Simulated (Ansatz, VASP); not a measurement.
## Two plane-wave programs on C

```
CELL_PARAMETERS angstrom
0.00000 1.76580 1.76580
1.76580 0.00000 1.76580
1.76580 1.76580 0.00000
ATOMIC_POSITIONS crystal
C 0.00000 0.00000 0.00000
C 0.25000 0.25000 0.25000
```

Alike in both runs: task relaxation of cell and atoms; functional LDA; k mesh 12 × 12 × 12; occupations gaussian, width 0.02 eV; no spin polarisation.

```csv
,VASP,Ansatz
version,VASP 6.6.1,Ansatz 0.2.0
potentials or method,"VASP PAW LDA potentials, release 64 (C), cutoff 600 eV","scalar-relativistic, plane waves, PAW"
valence electrons in the cell,8,8
```

```csv
,VASP,Ansatz,Ansatz less VASP
"gap on the k mesh at the Fermi level, each at its own relaxed structure (eV)",4.19,4.20,+0.009
relaxed volume (Å³/atom),5.52,5.51,-0.011
relaxed cell length with the largest relative difference (Å),2.499,2.497,-0.0017
```

Ansatz warns that its potentials were made for another functional, while VASP's fit it. LDA's correlation is that of Perdew and Zunger in VASP and of Perdew and Wang (1992) in Ansatz.
